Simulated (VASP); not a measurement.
# SiF (Fm-3m) in VASP: notebook

The runs below take SiF through single point, relaxation of cell and atoms, with PBE.

All numbers are computed with VASP 6.6.1; they aren't measurements. Logs are shortened: lines on timing, memory, paths and dates and some standing lists are left out, and cuts for length are marked.

## 1. The cell of the first run

It takes space group Fm-3m (No. 225, cubic). The conventional cell has a = 5.029 Å, b = 5.029 Å, c = 5.029 Å, α = 90.00°, β = 90.00°, γ = 90.00°. Within 3.3 Å of Si (site symmetry m-3m) lie 6 F at 2.51 Å. F (site symmetry m-3m) has 6 Si at 2.51 Å within 3.3 Å.

The cell was built from a structure type or drawn by symmetry, and may not be a known phase.

## 2. Single point, PBE

Input file INCAR:

```
SYSTEM = SiF
PREC = Accurate
ENCUT = 600
EDIFF = 1E-6
ISMEAR = 0
SIGMA = 0.2
LREAL = .False.
LASPH = .True.
NELM = 120
ALGO = Normal
ISIF = 2
LWAVE = .False.
LCHARG = .True.
GGA = PE
LELF = .True.
LVHAR = .True.
NBANDS = 12
GGA_COMPAT = .False.
```

Input file KPOINTS:

```
Automatic mesh
0
Gamma
  7 7 7
  0 0 0
```

Input file POSCAR:

```
SiF
1.0
    0.0000000000      2.5147441928      2.5147441928
    2.5147441928      0.0000000000      2.5147441928
    2.5147441928      2.5147441928      0.0000000000
Si F
1 1
Direct
    0.5000000000      0.5000000000      0.5000000000
    0.0000000000      0.0000000000      0.0000000000
```

Potentials or basis: VASP PAW PBE potentials, release 64 (Si, F).

On the command line:

```sh
cat potpaw_PBE.64/Si/POTCAR potpaw_PBE.64/F/POTCAR > POTCAR
mpirun -np 1 vasp_std > vasp.out
```

OUTCAR:

```text
SYSTEM = SiF
   PREC = Accurate
   ENCUT = 600
   EDIFF = 1E-6
   ISMEAR = 0
   LREAL = .False.
   LASPH = .True.
   NELM = 120
   ISIF = 2
   GGA = PE

 ion  position               nearest neighbor table
   1  0.500  0.500  0.500-   2 2.51   2 2.51   2 2.51   2 2.51   2 2.51   2 2.51
   2  0.000  0.000  0.000-   1 2.51   1 2.51   1 2.51   1 2.51   1 2.51   1 2.51

  LATTYP: Found a face centered cubic cell.
 ALAT       =     5.0294883856

  Lattice vectors:

 A1 = (   0.0000000000,   2.5147441928,   2.5147441928)
 A2 = (   2.5147441928,   0.0000000000,   2.5147441928)
 A3 = (   2.5147441928,   2.5147441928,   0.0000000000)

Analysis of symmetry for initial positions (statically):
=====================================================================
 Subroutine PRICEL returns:
 Original cell was already a primitive cell.

 Routine SETGRP: Setting up the symmetry group for a
 face centered cubic supercell.

 Subroutine GETGRP returns: Found 48 space group operations
 (whereof 48 operations were pure point group operations)
 out of a pool of 48 trial point group operations.

The static configuration has the point symmetry O_h .

Analysis of symmetry for dynamics (positions and initial velocities):
=====================================================================
 Subroutine PRICEL returns:
 Original cell was already a primitive cell.

 Routine SETGRP: Setting up the symmetry group for a
 face centered cubic supercell.

 Subroutine GETGRP returns: Found 48 space group operations
 (whereof 48 operations were pure point group operations)
 out of a pool of 48 trial point group operations.

The dynamic configuration has the point symmetry O_h .

 Subroutine INISYM returns: Found 48 space group operations
 (whereof 48 operations are pure point group operations),
 and found     1 'primitive' translations

----------------------------------------------------------------------------------------

                                     Primitive cell

  volume of cell :      31.8062

  direct lattice vectors                    reciprocal lattice vectors
     0.000000000  2.514744193  2.514744193    -0.198827380  0.198827380  0.198827380
     2.514744193  0.000000000  2.514744193     0.198827380 -0.198827380  0.198827380
     2.514744193  2.514744193  0.000000000     0.198827380  0.198827380 -0.198827380

  length of vectors
     3.556385343  3.556385343  3.556385343     0.344379125  0.344379125  0.344379125

  position of ions in fractional coordinates (direct lattice)
     0.500000000  0.500000000  0.500000000
     0.000000000  0.000000000  0.000000000

  ion indices of the primitive-cell ions
   primitive index   ion index
                 1           1
                 2           2

----------------------------------------------------------------------------------------

 KPOINTS: Automatic mesh

Automatic generation of k-mesh.
 Grid dimensions read from file:
 generate k-points for:    7    7    7

 Generating k-lattice:

  Cartesian coordinates                     Fractional coordinates (reciprocal lattice)
    -0.028403911  0.028403911  0.028403911     0.142857143  0.000000000  0.000000000
     0.028403911 -0.028403911  0.028403911     0.000000000  0.142857143  0.000000000
     0.028403911  0.028403911 -0.028403911     0.000000000  0.000000000  0.142857143

  Length of vectors
     0.049197018  0.049197018  0.049197018

  Shift w.r.t. Gamma in fractional coordinates (k-lattice)
     0.000000000  0.000000000  0.000000000

 Subroutine IBZKPT returns following result:
 ===========================================

 Found     20 irreducible k-points:

 Following reciprocal coordinates:
            Coordinates               Weight
  0.000000  0.000000  0.000000      1.000000
  0.142857  0.000000  0.000000      8.000000
  0.285714  0.000000  0.000000      8.000000
  0.428571  0.000000  0.000000      8.000000
  0.142857  0.142857  0.000000      6.000000
  0.285714  0.142857  0.000000     24.000000
[... 12 lines left out ...]
 -0.428571  0.428571  0.142857     24.000000
 -0.285714  0.428571  0.142857     24.000000
   k-points           NKPTS =     20   k-points in BZ     NKDIM =     20   number of bands    NBANDS=     12
   number of dos      NEDOS =    301   number of ions     NIONS =      2
   total plane-waves  NPLWV =  21952
   dimension x,y,z NGX =    28 NGY =   28 NGZ =   28
   dimension x,y,z NGXF=    56 NGYF=   56 NGZF=   56
   ions per type =               1   1
   NGX,Y,Z   is equivalent  to a cutoff of  13.09, 13.09, 13.09 a.u.
   NGXF,Y,Z  is equivalent  to a cutoff of  26.18, 26.18, 26.18 a.u.
 SYSTEM =  SiF
   PREC   = accura    normal or accurate (medium, high low for compatibility)
   ISTART =      0    job   : 0-new  1-cont  2-samecut
   ICHARG =      2    charge: 1-file 2-atom 10-const
   ISPIN  =      1    spin polarized calculation?
   LNONCOLLINEAR =      F non collinear calculations
   LSORBIT =      F    spin-orbit coupling
   LASPH  =      T    aspherical Exc in radial PAW
   ENCUT  =  600.0 eV  44.10 Ry    6.64 a.u.   7.10  7.10  7.10*2*pi/ulx,y,z
   NELM   =    120;   NELMIN=  2; NELMDL= -5     # of ELM steps
   EDIFF  = 0.1E-05   stopping-criterion for ELM
   LREAL  =      F    real-space projection
   EDIFFG = 0.1E-04   stopping-criterion for IOM
   NSW    =      0    number of steps for IOM
   IBRION =     -1    ionic relax: 0-MD 1-quasi-New 2-CG
   NFREE  =      0    steps in history (QN), initial steepest desc. (CG)
   ISIF   =      2    stress and relaxation
   ISYM   =      2    0-nonsym 1-usesym 2-fastsym
   POTIM  = 0.5000    time-step for ionic-motion
   TEBEG  =    0.0;   TEEND  =   0.0 temperature during run
   PSTRESS=    0.0 pullay stress
   NELECT =      11.0000    total number of electrons
   NUPDOWN=      -1.0000    fix difference up-down
   EMIN   =  10.00;   EMAX   =-10.00  energy-range for DOS
   EFERMI =   0.00;   METHOD = LEGACY
   ISMEAR =     0;   SIGMA  =   0.20  broadening in eV -4-tet -1-fermi 0-gaus
   EFERMI_NEDOS =   21; number of points for ismear=-14 and -15
   IALGO  =     38    algorithm
   IMIX   =      4    mixing-type and parameters
     AMIX     =   0.40;   BMIX     =  1.00
     AMIX_MAG =   1.60;   BMIX_MAG =  1.00
  volume/ion in A,a.u.               =      15.90       107.32
  Fermi-wavevector in a.u.,A,eV,Ry     =   1.149128  2.171538 17.966442  1.320496
  Thomas-Fermi vector in A             =   2.285800
   LORBIT       =      0    0 simple, 1 ext, 2 COOP (PROOUT), +10 PAW based schemes
   GGA     = PE    functional components
   LHFCALC =     F    Hartree Fock is set to
   AEXX    =    0.0000 exact exchange contribution
   IVDW    =     0    specifies the selected vdW correction
   LEPSILON=     F    determine dielectric tensor
   LRPA    =     F    only Hartree local field effects (RPA)
 non-spin polarized calculation
 Gauss-broadening in eV      SIGMA  =   0.20
  energy-cutoff  :      600.00
  volume of cell :       31.81
 maximum number of plane-waves:      1073
   NGX = 15   NGY = 15   NGZ = 15

 number of electron      10.9999991 magnetization

 Free energy of the ion-electron system (eV)
  ---------------------------------------------------
  ext. energy  EPLUGINS =         0.00000000
  ---------------------------------------------------
  free energy    TOTEN  =        -7.75287441 eV

  energy without entropy =       -7.73884580  energy(sigma->0) =       -7.74586011

 E-fermi :   5.0956     XC(G=0):  -9.6575

 val. band max:        4.8901709859   @ k =  -0.4286   0.2857   0.0000
 cond. band min:       5.1640803352   @ k =   0.4286   0.2857   0.1429
 fundamental gap:      0.2739093494
 Fermi energy:         5.0955942357

 k-point     1 :       0.0000    0.0000    0.0000
  band No.  band energies     occupation
      1     -19.6576      2.00000
      2      -3.3299      2.00000
      3      -0.9114      2.00000
      4      -0.9114      2.00000
      5      -0.9114      2.00000
      6       9.3257      0.00000
      7       9.3257      0.00000
      8       9.3257      0.00000
      9      13.1100      0.00000
     10      13.1100      0.00000
     11      13.1100      0.00000
     12      16.4014      0.00000

 k-point     2 :       0.1429    0.0000    0.0000
  band No.  band energies     occupation
      1     -19.6267      2.00000
      2      -3.5920      2.00000
      3      -0.9278      2.00000
      4      -0.9278      2.00000
      5      -0.4604      2.00000
      6       7.9182      0.00000
      7       8.8301      0.00000
      8       8.8301      0.00000
      9      12.8381      0.00000
     10      13.6815      0.00000
     11      13.6815      0.00000
     12      16.9015      0.00000

 k-point     3 :       0.2857    0.0000    0.0000
  band No.  band energies     occupation
      1     -19.5563      2.00000
      2      -4.0189      2.00000
      3      -0.9622      2.00000
      4      -0.9622      2.00000
      5       0.5415      2.00000
      6       5.5818      0.00059
      7       7.9961      0.00000
      8       7.9961      0.00000
      9      12.5048      0.00000
     10      14.7505      0.00000
     11      14.7505      0.00000
     12      18.2648      0.00000
[... 226 lines left out ...]
 k-point    19 :      -0.4286    0.4286    0.1429
  band No.  band energies     occupation
      1     -19.4536      2.00000
      2      -3.0583      2.00000
      3      -1.9031      2.00000
      4      -1.7563      2.00000
      5       0.5281      2.00000
      6       5.5618      0.00098
      7       6.7627      0.00000
      8       7.0485      0.00000
      9      11.4397      0.00000
     10      15.6881      0.00000
     11      17.0844      0.00000
     12      19.2019      0.00000

 k-point    20 :      -0.2857    0.4286    0.1429
  band No.  band energies     occupation
      1     -19.4481      2.00000
      2      -2.9928      2.00000
      3      -2.2854      2.00000
      4      -1.6923      2.00000
      5       1.0759      2.00000
      6       5.4565      0.01072
      7       6.0382      0.00000
      8       6.9538      0.00000
      9      13.0367      0.00000
     10      15.2335      0.00000
     11      16.5600      0.00000
     12      18.8278      0.00000

------------------------ aborting loop because EDIFF is reached ----------------------------------------

  FORCE on cell =-STRESS in cart. coord.  units (eV):
  Direction    XX          YY          ZZ          XY          YZ          ZX
  --------------------------------------------------------------------------------------
  -------------------------------------------------------------------------------------
  Total        0.0199185      0.0199185      0.0199185     -0.0000000      0.0000000      0.0000000
  in kB        1.0033593      1.0033593      1.0033593     -0.0000000      0.0000000      0.0000000
  external PRESSURE =       1.0033593 kB  Pullay stress =       0.0000000 kB

 VOLUME and BASIS-vectors are now :
 -----------------------------------------------------------------------------
  energy-cutoff  :      600.00
  volume of cell :       31.81
      direct lattice vectors                 reciprocal lattice vectors
     0.000000000  2.514744193  2.514744193    -0.198827380  0.198827380  0.198827380
     2.514744193  0.000000000  2.514744193     0.198827380 -0.198827380  0.198827380
     2.514744193  2.514744193  0.000000000     0.198827380  0.198827380 -0.198827380

 POSITION                                       TOTAL-FORCE (eV/Angst)
 -----------------------------------------------------------------------------------
      2.51474      2.51474      2.51474         0.000000      0.000000      0.000000
      0.00000      0.00000      0.00000         0.000000      0.000000      0.000000
 -----------------------------------------------------------------------------------
    total drift:                               -0.000000      0.000000      0.000000

  FREE ENERGIE OF THE ION-ELECTRON SYSTEM (eV)
  ---------------------------------------------------
  free  energy   TOTEN  =        -7.7528744083 eV

  energy  without entropy=       -7.7388458024  energy(sigma->0) =       -7.74586011
```

It took 4.1 s on 1 thread of Intel Xeon 6975P-C (Granite Rapids), shared host; peak memory 0.15 GiB.

Results:

- Free energy: -7.7529 eV
- Pressure: 0.1 GPa
- Band gap on the k mesh: zero (an odd number of electrons rules out a gap without spin polarisation)

Levels at points of the mesh, in eV from the Fermi level:
```
           k point  band 1  band 2  band 3  band 4  band 5  band 6  band 7  band 8  band 9  band 10
(0.00, 0.00, 0.00)  -24.75   -8.43   -6.01   -6.01   -6.01    4.23    4.23    4.23    8.01     8.01
```

Caveat: an odd number of electrons without spin polarisation forces a metal; a magnetic or distorted state may lie lower.

## 3. Relaxation of cell and atoms, PBE

This run uses another cell than the first one, of 13.64 Å³/atom.

Input file INCAR:

```
PREC = Accurate ; ENCUT = 600
EDIFF = 1E-7 ; ISMEAR = 0
SIGMA = 0.2 ; LREAL = F
LASPH = T ; NELM = 120
ALGO = Normal ; ISIF = 3
LWAVE = F ; LCHARG = F
GGA = PE ; IBRION = 2
NSW = 36 ; EDIFFG = -0.08
GGA_COMPAT = F ; NELMIN = 4
```

Input file KPOINTS:

```
regular mesh
0
Gamma
  7 7 7
```

Input file POSCAR:

```
SiF
1.0
    0.0000000000      2.3891944500      2.3891944500
    2.3891944500      0.0000000000      2.3891944500
    2.3891944500      2.3891944500      0.0000000000
Si F
1 1
Direct
    0.5000000000      0.5000000000      0.5000000000
    0.0000000000      0.0000000000      0.0000000000
```

Potentials or basis: VASP PAW PBE potentials, release 64 (Si, F).

On the command line:

```sh
cat potpaw_PBE.64/Si/POTCAR potpaw_PBE.64/F/POTCAR > POTCAR
mpirun -np 1 vasp_std > vasp.out
```

Wall time 7.8 s (1 thread of Intel Xeon 6975P-C (Granite Rapids), shared host); peak memory 0.15 GiB.

The run converged. Its results:

| Property | Result |
| --- | --- |
| Free energy | -7.7469 eV |
| Relaxed volume | 15.93 Å³/atom |
| Relaxed cell | a = 3.558 Å, b = 3.558 Å, c = 3.558 Å, α = 60.00°, β = 60.00°, γ = 60.00° |
| Space group after relaxing (to 0.1 Å) | Fm-3m (No. 225) |
| Energy gained by relaxing | 90.8 meV/atom |
| Ionic steps | 3 |
| Pressure after relaxing | 0.1 GPa |
| Band gap on the k mesh | zero (an odd number of electrons rules out a gap without spin polarisation) |

Step by step:
| step | energy change (eV) | largest force (eV/Å) | pressure (GPa) | volume (Å³) |
| --- | --- | --- | --- | --- |
| 1 | 0.0000 | 0.0000 | 14.48 | 27.28 |
| 2 | -0.1797 | 0.0000 | -1.09 | 32.44 |
| 3 | -0.1816 | 0.0000 | 0.07 | 31.86 |

Final structure:
```
CELL_PARAMETERS angstrom
0.00000 2.51615 2.51615
2.51615 0.00000 2.51615
2.51615 2.51615 0.00000
ATOMIC_POSITIONS crystal
Si 0.50000 0.50000 0.50000
F 0.00000 0.00000 0.00000
```

Levels at points of the mesh, in eV from the Fermi level:
| k point | band 1 | band 2 | band 3 | band 4 | band 5 | band 6 | band 7 | band 8 | band 9 |
| --- | --- | --- | --- | --- | --- | --- | --- | --- | --- |
| (0.00, 0.00, 0.00) | -24.74 | -8.42 | -6.00 | -6.00 | -6.00 | 4.22 | 4.22 | 4.22 | 8.01 |

Caveat: the volume moved by over 15 % at a fixed basis, so the end points are rough; an odd number of electrons without spin polarisation forces a metal; a magnetic or distorted state may lie lower.
